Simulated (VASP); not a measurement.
## CClH3: relaxation of the atoms with PBE+D3(BJ)

CClH3, in a box:

```
C Cl H
1.0
    14.00000    0.00000    0.00000
     0.00000   14.50000    0.00000
     0.00000    0.00000   15.00000
C Cl H
1 1 3
Direct
  0.45322 0.48729 0.49643
  0.57810 0.49456 0.49806
  0.43065 0.44238 0.44090
  0.42536 0.45945 0.55910
  0.42190 0.55762 0.48819
```

```
Program                : VASP 6.6.1
Task                   : relaxation of the atoms
Functional             : PBE
Dispersion             : D3(BJ)
Potentials or basis    : VASP PAW PBE potentials, release 64 (C, Cl, H)
Cutoff                 : 520 eV
k mesh                 : 1 × 1 × 1
Occupations            : gaussian, width 0.005 eV
Spin                   : no spin polarisation
Dipole correction      : no
Further INCAR settings : ALGO = Normal; EDIFF = 1e-07; ISYM = 0; IBRION = 2; EDIFFG = -0.01; NSW = 100
```

| Quantity | Value |
| --- | --- |
| Energy gained by relaxing | 5.1 meV/atom |
| Ionic steps | 15 |
| Largest force after relaxing | 0.003 eV/Å |
| Gap between the frontier levels | 6.24 eV |
| Dispersion energy per atom | -0.012 eV |

Forces on the atoms (eV/Å):
```
C   -0.001 -0.002 -0.002
Cl  -0.002  0.000  0.001
H    0.000 -0.001  0.000
H    0.002  0.001  0.000
H    0.000  0.002  0.001
```

The path:
| step | energy change (eV) | largest force (eV/Å) | pressure (GPa) |
| --- | --- | --- | --- |
| 1 | 0.0000 | 1.2157 | 0.00 |
| 2 | 0.0368 | 2.2281 | 0.01 |
| 3 | -0.0211 | 0.2542 | 0.00 |
| 4 | -0.0223 | 0.3783 | 0.00 |
| 5 | -0.0230 | 0.1929 | 0.00 |
| 6 | -0.0249 | 0.0683 | -0.01 |
| 7 | -0.0250 | 0.0645 | -0.01 |
| 8 | -0.0252 | 0.0411 | 0.00 |
| 9 | -0.0252 | 0.0415 | 0.00 |
| 10 | -0.0253 | 0.0664 | 0.00 |
| 11 | -0.0253 | 0.0234 | 0.00 |
| 12 | -0.0253 | 0.0169 | 0.00 |
| 13 | -0.0253 | 0.0194 | 0.00 |
| 14 | -0.0253 | 0.0108 | 0.00 |
| 15 | -0.0253 | 0.0034 | 0.00 |

Final structure:
```
C Cl H
1.0
    14.00000    0.00000    0.00000
     0.00000   14.50000    0.00000
     0.00000    0.00000   15.00000
C Cl H
1 1 3
Direct
  0.45132 0.48769 0.49635
  0.57858 0.49463 0.49874
  0.43018 0.44314 0.44088
  0.42667 0.45868 0.55963
  0.42249 0.55716 0.48708
```

Levels at points of the mesh, in eV from the valence-band top:
```csv
k point,band 5,band 6,band 7,band 8,band 9,band 10
"(0.00, 0.00, 0.00)",-3.21,0.00,0.00,6.24,6.66,7.32
```

Wall time 34 min on 1 thread of Oxide Virtual Turin-like Processor, with other jobs on the host, peak memory 1.8 GiB.
